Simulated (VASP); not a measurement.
TmTaSe4: single point with PBE

The system is TmTaSe4.

```xyz
6
Lattice="0.0000 4.1845 4.1845 4.1845 0.0000 4.1845 4.1845 4.1845 0.0000" Properties=species:S:1:pos:R:3 pbc="T T T"
Tm    4.1845    4.1845    4.1845
Ta    2.0923    2.0923    2.0923
Se    0.9677    0.9677    0.9677
Se    3.2169    3.2169    0.9677
Se    3.2169    0.9677    3.2169
Se    0.9677    3.2169    3.2169
```

The cell was built from a structure type or drawn by symmetry, and may not be a known phase.

- Program: VASP 6.6.1
- Task: single point
- Functional: PBE
- Potentials or basis: VASP PAW PBE potentials, release 64 (Tm_3, Ta_pv, Se), 4f in core
- Cutoff: 500 eV
- k mesh: 4 × 4 × 4
- Occupations: gaussian, width 0.1 eV
- Spin: no spin polarisation

```yaml
Pressure: 63.2 GPa
Largest_force: 16.774 eV/Å
Band_gap_on_the_k_mesh: zero (bands 22 and 23 overlap by 0.01 eV)
```

Forces on the atoms (eV/Å):
```
Tm   0.000  0.000  0.000
Ta   0.000  0.000  0.000
Se  -9.684 -9.684 -9.684
Se   9.684  9.684 -9.684
Se   9.684 -9.684  9.684
Se  -9.684  9.684  9.684
```

Levels at points of the mesh, in eV from the Fermi level:
```
           k point  band 19  band 20  band 21  band 22  band 23  band 24  band 25  band 26
(0.00, 0.00, 0.00)    -2.72    -0.93    -0.01    -0.01    -0.01     0.81     0.81     1.30
(0.50, 0.00, 0.00)    -1.90    -1.26    -1.26    -0.06     0.04     1.12     1.12     1.32
(0.50, 0.50, 0.00)    -2.31    -2.31    -0.20    -0.20     0.51     1.00     1.09     1.09
```

Wall time 38 s on 1 thread of Intel(R) Xeon(R) 6975P-C (Granite Rapids), with other jobs on the host, peak memory 0.33 GiB.

Caveat: the cell stands under pressure; spin-orbit coupling is left out, which moves the levels of the heavy elements; the 4f electrons are frozen in the core, so they carry no moment and show no levels; the run has no spin polarisation, though such a crystal can be magnetic; forces of over 1 eV/Å act on the atoms, so gaps and moduli don't describe the material at rest. With open d or f shells a metallic result of PBE can be an artefact of self-interaction; +U or a hybrid may open a gap.
